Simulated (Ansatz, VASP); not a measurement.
## Two plane-wave programs on BN

File INCAR:

```
  PREC = Accurate
  ENCUT = 520
  EDIFF = 1E-6
  ISMEAR = 0
  SIGMA = 0.02
  LREAL = False
  LASPH = True
  NELM = 60
  ALGO = Normal
  ISIF = 2
  LWAVE = False
  LCHARG = False
  GGA = PE
  NBANDS = 16
```

KPOINTS

```
regular mesh
0
Gamma
  12 12 4
```

Contents of POSCAR:

```
BN
1.0
    2.5711237219      0.0000000000      0.0000000000
   -1.2855618610      2.2266584594      0.0000000000
    0.0000000000      0.0000000000      6.4401147720
B N
2 2
Direct
    0.3333333333      0.6666666667      0.2500000000
    0.6666666667      0.3333333333      0.7500000000
    0.3333333333      0.6666666667      0.7500000000
    0.6666666667      0.3333333333      0.2500000000
```

Input for Ansatz:

```yaml
crystal:
  lattice:
    - [2.5711237219, 0.0, 0.0]
    - [-1.285561861, 2.2266584594, 0.0]
    - [0.0, 0.0, 6.440114772]
  atoms:
    - { symbol: B, position: [0.3333333333, 0.6666666667, 0.25] }
    - { symbol: B, position: [0.6666666667, 0.3333333333, 0.75] }
    - { symbol: "N", position: [0.3333333333, 0.6666666667, 0.75] }
    - { symbol: "N", position: [0.6666666667, 0.3333333333, 0.25] }
basis:
  ecutwfc: 420
kpoints:
  mp_grid: { grid: [12, 12, 4] }
hamiltonian:
  xc: pbe
scf:
  occupations: { method: gaussian, width: 0.02 }
output:
  forces: true
  stress: true
  eigenvalues: true
```

Alike in both runs: task single point; functional PBE; k mesh 12 × 12 × 4; occupations gaussian, width 0.02 eV; no spin polarisation.

```csv
,VASP,Ansatz
version,VASP 6.6.1,Ansatz 0.2.0
potentials or method,"VASP PAW PBE potentials, release 64 (B, N), cutoff 520 eV","scalar-relativistic, plane waves, PAW"
valence electrons in the cell,16,16
```

VASP gave:

* gap on the k mesh at the Fermi level (eV): 4.06
* least direct gap on the mesh (eV): 4.38
* pressure (GPa): -13.9
* traceless stress, the component that is largest in VASP (GPa): 17.57

Question: What did Ansatz give for the same quantities?

Answer: gap on the k mesh at the Fermi level (eV): 4.06; least direct gap on the mesh (eV): 4.39; pressure (GPa): -13.9; traceless stress, the component that is largest in VASP (GPa): 17.73.

With one functional, cell and mesh, what is left measures potentials, basis and numerics.
